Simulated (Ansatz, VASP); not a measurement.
# Two plane-wave programs on CdF2

```
CELL_PARAMETERS angstrom
0.00000 2.69400 2.69400
2.69400 0.00000 2.69400
2.69400 2.69400 0.00000
ATOMIC_POSITIONS crystal
Cd 0.00000 0.00000 0.00000
F 0.25000 0.25000 0.25000
F 0.75000 0.75000 0.75000
```

Alike in both runs: task single point; functional revPBE; k mesh 6 × 6 × 6; occupations gaussian, width 0.28 eV; no spin polarisation.

|  | VASP | Ansatz |
| --- | --- | --- |
| version | VASP 6.6.1 | Ansatz 0.2.0 |
| potentials or method | VASP PAW PBE potentials, release 64 (Cd, F), cutoff 600 eV | scalar-relativistic, plane waves, PAW |
| valence electrons in the cell | 26 | 34 |

|  | VASP | Ansatz | Ansatz less VASP |
| --- | --- | --- | --- |
| gap on the k mesh at the Fermi level (eV) | 3.25 | 3.28 | +0.032 |
| least direct gap on the mesh (eV) | 3.73 | 3.76 | +0.031 |
| pressure (GPa) | 9.6 | 9.0 | -0.55 |

VASP's potentials were made for PBE, not for revPBE. The functional is the same, so the differences come from potentials, cutoffs and numerics. VASP's potentials hold 26 valence electrons a cell and Ansatz's 34, so a difference there can come from the potentials and not from the codes.
